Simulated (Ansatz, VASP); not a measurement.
## Two plane-wave programs on Ag

File INCAR:

```
SYSTEM = Ag
PREC = Accurate ; ENCUT = 520
EDIFF = 1E-6 ; ISMEAR = -1
SIGMA = 0.1 ; LREAL = .False.
LASPH = .True. ; NELM = 80
ALGO = Normal ; ISIF = 2
LWAVE = .False. ; LCHARG = .False.
NBANDS = 12
```

KPOINTS

```
regular mesh
0
Gamma
  16 16 16
  0 0 0
```

Contents of POSCAR:

```
Ag
1.0
    2.2324549140      0.0000000000      0.0000000000
    0.0000000000      2.2324549140      0.0000000000
    0.0000000000      0.0000000000      2.2324549140
Ag
1
Direct
    0.0000000000      0.0000000000      0.0000000000
```

Input for Ansatz:

```yaml
crystal:
  lattice:
    - [2.232454914, 0.0, 0.0]
    - [0.0, 2.232454914, 0.0]
    - [0.0, 0.0, 2.232454914]
  atoms:
    - { symbol: Ag, position: [0.0, 0.0, 0.0] }
kpoints:
  mp_grid: { grid: [16, 16, 16] }
scf:
  occupations: { method: fermi_dirac, width: 0.1 }
hamiltonian:
  xc: lda
  pseudopotentials: { kind: paw }
output:
  forces: true
  stress: true
  eigenvalues: true
  populations: true
```

Change from the starting cell: volume scaled by 0.6, PAW files.

Alike in both runs: task single point; functional LDA; k mesh 16 × 16 × 16; occupations fermi-dirac, width 0.1 eV; no spin polarisation.

|  | VASP | Ansatz |
| --- | --- | --- |
| version | VASP 6.6.1 | Ansatz 0.2.0 |
| potentials or method | VASP PAW LDA potentials, release 64 (Ag) | PAW with Ansatz's default frozen-core files, scalar-relativistic |
| plane-wave cutoff (eV) | 520 | 420 |
| valence electrons in the cell | 11 | 19 |

|  | VASP | Ansatz | Ansatz less VASP |
| --- | --- | --- | --- |
| pressure (GPa) | 211.7 | 212.5 | +0.84 |

LDA's correlation is that of Perdew and Zunger in VASP and of Perdew and Wang (1992) in Ansatz. Both programs put the cell under a high pressure, so it lies far from rest at this level. VASP's potentials hold 11 valence electrons a cell and Ansatz's 19, so a difference there can come from the potentials and not from the codes.

Noted on VASP's run: the cell as given lies far from equilibrium.
